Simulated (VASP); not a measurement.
Write the native input for VASP 6.6.1 that does the following.

```
Task                   : single point
Functional             : PBE
Potentials or basis    : VASP PAW PBE potentials, release 64 (Ga_d, N)
Cutoff                 : 520 eV
k mesh                 : 10 × 10 × 10
Occupations            : gaussian, width 0.05 eV
Spin                   : no spin polarisation
Dipole correction      : no
Further INCAR settings : ALGO = Normal; EDIFF = 1e-07; NBANDS = 16
```

The structure of GaN lies in POSCAR:

```
GaN
1.0
    0.0000000000      2.0732205589      2.0732205589
    2.0732205589      0.0000000000      2.0732205589
    2.0732205589      2.0732205589      0.0000000000
Ga N
1 1
Direct
    0.0000000000      0.0000000000      0.0000000000
    0.7500000000      0.7500000000      0.7500000000
```

This cell differs from its parent crystal: strain -0.080 along x and y, -0.080 along z.

These files were run (other wordings do the same):

INCAR

```
SYSTEM = GaN
PREC     = Accurate       ! precision mode
ENCUT    = 520            ! plane-wave cutoff, eV
EDIFF    = 1E-7           ! SCF threshold, eV
ISMEAR   = 0              ! smearing method
SIGMA    = 0.05           ! smearing width, eV
LREAL    = .False.        ! projectors in reciprocal space
LASPH    = .True.         ! aspherical terms in the spheres
NELM     = 60             ! most SCF steps
ALGO     = Normal         ! electronic algorithm
ISIF     = 2              ! what is computed and relaxed
LWAVE    = .False.        ! write WAVECAR
LCHARG   = .False.        ! write CHGCAR
GGA      = PE             ! functional
NBANDS   = 16             ! bands
```

KPOINTS

```
Automatic mesh
0
Gamma
  10 10 10
  0 0 0
```

Potentials or basis: VASP PAW PBE potentials, release 64 (Ga_d, N).

Launch:

```console
$ cat potpaw_PBE.64/Ga_d/POTCAR potpaw_PBE.64/N/POTCAR > POTCAR
$ mpirun -np 1 vasp_std > vasp.out
```

It gave:

```json
{
 "Pressure": "86.5 GPa",
 "Band gap on the k mesh": "3.32 eV, direct"
}
```

Caveat: the cell differs from its parent crystal (strain -0.080 along x and y, -0.080 along z).

It took 34 s on 1 thread of AMD EPYC 7R43 64-Core Processor (Zen 3), with other jobs on the host, peak memory 0.11 GiB.
